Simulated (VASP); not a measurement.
Wanted: the native input for a VASP 6.6.1 run.

* Task: relaxation of cell and atoms
* Functional: PBE
* Potentials or basis: VASP PAW PBE potentials, release 64 (Cs_sv)
* Cutoff: 500 eV
* k mesh: 10 × 10 × 10
* Occupations: fermi-dirac, width 0.1 eV
* Spin: no spin polarisation
* Dipole correction: no
* Further INCAR settings: ALGO = Normal; EDIFF = 1e-07; IBRION = 2; EDIFFG = -0.01; NSW = 80; ISIF = 3

The structure of Cs lies in POSCAR:

```
Cs
1.0
   -3.0350000000      3.0350000000      3.0350000000
    3.0350000000     -3.0350000000      3.0350000000
    3.0350000000      3.0350000000     -3.0350000000
Cs
1
Direct
    0.0000000000      0.0000000000      0.0000000000
```

One way to write it, as run:

INCAR

```
PREC = Accurate ; ENCUT = 500
EDIFF = 1E-7 ; ISMEAR = -1
SIGMA = 0.1 ; LREAL = False
LASPH = True ; NELM = 120
ALGO = Normal ; ISIF = 3
LWAVE = False ; LCHARG = False
GGA = PE ; IBRION = 2
NSW = 80 ; EDIFFG = -0.01
GGA_COMPAT = False ; NELMIN = 4
```

KPOINTS

```
Automatic mesh
0
Gamma
  10 10 10
```

Potentials or basis: VASP PAW PBE potentials, release 64 (Cs_sv).

Command:

```console
$ cat potpaw_PBE.64/Cs_sv/POTCAR > POTCAR
$ mpirun -np 1 vasp_std > vasp.out
```

It gave:

```
Relaxed volume                        : 116.58 Å³/atom
Relaxed cell                          : a = 5.330 Å, b = 5.330 Å, c = 5.330 Å, α = 109.47°, β = 109.47°, γ = 109.47°
Space group after relaxing (to 0.1 Å) : Im-3m (No. 229)
Energy gained by relaxing             : 1.2 meV/atom
Ionic steps                           : 4
Pressure after relaxing               : 0.0 GPa
Band gap on the k mesh                : zero (an odd number of electrons rules out a gap without spin polarisation)
```

Caveat: spin-orbit coupling is left out, which moves the levels of the heavy elements.

Wall time 52 s on 1 thread of Intel(R) Xeon(R) 6975P-C (Granite Rapids), on a shared host, peak memory 0.26 GiB.
